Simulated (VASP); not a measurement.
Co:

```
CELL_PARAMETERS angstrom
2.51000 0.00000 0.00000
-1.25500 2.17372 0.00000
0.00000 0.00000 4.07122
ATOMIC_POSITIONS crystal
Co 0.33333 0.66667 0.75000
Co 0.66667 0.33333 0.25000
```

```yaml
Program: VASP 6.6.1
Task: relaxation of cell and atoms
Functional: PBE
Potentials_or_basis: VASP PAW PBE potentials, release 64 (Co)
Cutoff: 600 eV
k_mesh: 10 × 10 × 6
Occupations: gaussian, width 0.05 eV
Spin: collinear spin, ferromagnetic start
Starting_moments: "[1.5, 1.5] μB"
```

At the start: pressure -4.6 GPa; volume 11.11 Å³/atom.

Task: How do energy, volume and symmetry change on relaxing?

Result: Over 5 steps the energy falls by 3.9 meV/atom and the volume is 10.86 Å³/atom (-2.2 %); space group P6_3/mmc (No. 194, to 0.05 Å); moment 3.32 μB per cell.

The path:
```csv
step,energy change (eV),largest force (eV/Å),pressure (GPa),volume (Å³)
1,0.0000,0.0000,-4.64,22.21
2,0.0011,0.0000,5.56,21.19
3,-0.0076,0.0000,0.08,21.71
4,-0.0076,0.0000,-0.02,21.72
5,-0.0078,0.0000,-0.05,21.73
```

Final structure:
```yaml
crystal:
  lattice:
    - [2.49584, 0.00000, 0.00000]
    - [-1.24792, 2.16146, 0.00000]
    - [0.00000, 0.00000, 4.02740]
  atoms:
    - { symbol: Co, position: [0.33333, 0.66667, 0.75000] }
    - { symbol: Co, position: [0.66667, 0.33333, 0.25000] }
```
